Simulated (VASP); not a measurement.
Set up this calculation in VASP 6.6.1, as the native input.

* Task: relaxation of cell and atoms
* Functional: PBE
* Potentials or basis: VASP PAW PBE potentials, release 64 (Sc_sv)
* Cutoff: 600 eV
* k mesh: 6 × 6 × 4
* Occupations: gaussian, width 0.1 eV
* Spin: no spin polarisation
* Dipole correction: no
* Further INCAR settings: ALGO = Normal; EDIFF = 1e-07; IBRION = 2; EDIFFG = -0.04; NSW = 90; ISIF = 3

The structure of Sc lies in POSCAR:

```
Sc
1.0
    5.1489875487      0.0000000000      0.0000000000
   -2.5744937744      4.4591540210      0.0000000000
    0.0000000000      0.0000000000      4.7027813284
Sc
4
Direct
    0.0000000000      0.0000000000      0.2500000000
    0.0000000000      0.0000000000      0.7500000000
    0.3333333333      0.6666666667      0.7500000000
    0.6666666667      0.3333333333      0.2500000000
```

One way to write it, as run:

INCAR

```
SYSTEM = Sc
ALGO = Normal ; EDIFF = 1E-7
EDIFFG = -0.04 ; ENCUT = 600
GGA = PE ; IBRION = 2
ISIF = 3 ; ISMEAR = 0
LASPH = .True. ; LCHARG = .False.
LREAL = .False. ; LWAVE = .False.
NELM = 100 ; NSW = 90
PREC = Accurate ; SIGMA = 0.1
```

KPOINTS

```
k-points
0
Gamma
  6 6 4
  0 0 0
```

Potentials or basis: VASP PAW PBE potentials, release 64 (Sc_sv).

Run with:

```sh
$ cat potpaw_PBE.64/Sc_sv/POTCAR > POTCAR
$ mpirun -np 1 vasp_std > vasp.out
```

It gave:

```json
{
 "Relaxed volume": "27.54 Å³/atom",
 "Relaxed cell": "a = 5.101 Å, b = 5.101 Å, c = 4.889 Å, α = 90.00°, β = 90.00°, γ = 120.00°",
 "Space group after relaxing (to 0.1 Å)": "P6_3/mmc (No. 194)",
 "Energy gained by relaxing": "13.7 meV/atom",
 "Ionic steps": "3",
 "Pressure after relaxing": "0.0 GPa",
 "Band gap on the k mesh": "zero (bands 22 and 23 overlap by 0.08 eV)"
}
```

It took 110 s on 1 thread of AMD EPYC 9R45 96-Core Processor (Zen 5), with other jobs on the host, peak memory 0.25 GiB.
